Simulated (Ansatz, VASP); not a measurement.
**Ta: VASP beside Ansatz**

```
Ta
1.0
     0.00000    2.11134    2.11134
     2.11134    0.00000    2.11134
     2.11134    2.11134    0.00000
Ta
1
Direct
  0.00000 0.00000 0.00000
```

Alike in both runs: functional PBE; k mesh 17 × 17 × 17; occupations fermi-dirac, width 0.05 eV; no spin polarisation.

Ansatz relaxed the structure, and its values are those at the end. VASP's run is a single point on that final structure, the one shown.

```csv
,VASP,Ansatz
version,VASP 6.6.1,Ansatz 0.2.0
potentials or method,"VASP PAW PBE potentials, release 64 (Ta_pv)","PAW with Ansatz's default frozen-core files, scalar-relativistic"
plane-wave cutoff (eV),520,420
valence electrons in the cell,11,13
```

|  | VASP | Ansatz | Ansatz less VASP |
| --- | --- | --- | --- |
| pressure (GPa) | 0.0 | 0.0 | -0.02 |

VASP's potentials hold 11 valence electrons a cell and Ansatz's 13, so a difference there can come from the potentials and not from the codes.

Neither program's run includes spin-orbit coupling.
